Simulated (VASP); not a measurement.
Input of a VASP 6.6.1 run:

Contents of INCAR:

```
SYSTEM = Ru3S
  PREC = Accurate
  ENCUT = 600
  EDIFF = 1E-6
  ISMEAR = 0
  SIGMA = 0.1
  LREAL = .FALSE.
  LASPH = .TRUE.
  NELM = 150
  ALGO = Fast
  ISIF = 3
  LWAVE = .FALSE.
  LCHARG = .FALSE.
  ISPIN = 2
  MAGMOM = 0.21 0.21 0.21 0
  LORBIT = 11
  LMAXMIX = 4
  GGA = PE
  IBRION = 2
  NSW = 90
  EDIFFG = -0.04
```

File KPOINTS:

```
regular mesh
0
G
  4 4 4
  0 0 0
```

POSCAR

```
Ru3S
1.0
    3.8839316487      0.0000000000      0.0000000000
    0.0000000000      3.8839316487      0.0000000000
    0.0000000000      0.0000000000      3.8839316487
Ru S
3 1
Direct
    0.0000000000      0.5000000000      0.5000000000
    0.5000000000      0.0000000000      0.5000000000
    0.5000000000      0.5000000000      0.0000000000
    0.0000000000      0.0000000000      0.0000000000
```

Potentials or basis: VASP PAW PBE potentials, release 64 (Ru_pv, S).

Run with:

```console
$ cat potpaw_PBE.64/Ru_pv/POTCAR potpaw_PBE.64/S/POTCAR > POTCAR
$ mpirun -np 1 vasp_std > vasp.out
```

(1) Estimate the relaxed cell.

(2) What does it give for the net moment?

## Answers

(1) a = 3.798 Å, b = 3.798 Å, c = 3.798 Å, α = 90.00°, β = 90.00°, γ = 90.00°.

(2) 0.00 μB per cell.
